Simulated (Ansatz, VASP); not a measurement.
**Two plane-wave programs on BiTe**

```
Bi Te
1.0
     4.25385    0.00000    0.00000
    -2.12693    3.68395    0.00000
     0.00000    0.00000   17.09733
Bi Te
4 4
Cartesian
  0.0000 0.0000 0.0000
  0.0000 2.4560 4.2743
  0.0000 0.0000 8.5487
  2.1269 1.2280 12.8230
  2.1269 1.2280 2.1028
  2.1269 1.2280 6.4459
  0.0000 2.4560 10.6515
  0.0000 2.4560 14.9945
```

Alike in both runs: functional PBE; k mesh 12 × 12 × 3; occupations gaussian, width 0.1 eV; no spin polarisation.

Ansatz relaxed the structure, and its values are those at the end. VASP's run is a single point on that final structure, the one shown.

|  | VASP | Ansatz |
| --- | --- | --- |
| version | VASP 6.6.1 | Ansatz 0.2.0 |
| potentials or method | VASP PAW PBE potentials, release 64 (Bi_d, Te), cutoff 520 eV | scalar-relativistic, plane waves, PAW |
| valence electrons in the cell | 84 | 124 |

```tsv
	VASP	Ansatz	Ansatz less VASP
gap on the k mesh at the Fermi level (eV)	none	none	-
pressure (GPa)	0.0	0.0	+0.04
```

A gap of «none» marks a metal or a gap that the smearing closes. The functional is the same, so the differences come from potentials, cutoffs and numerics. VASP's potentials hold 84 valence electrons a cell and Ansatz's 124, so a difference there can come from the potentials and not from the codes.

Spin-orbit coupling is off throughout.
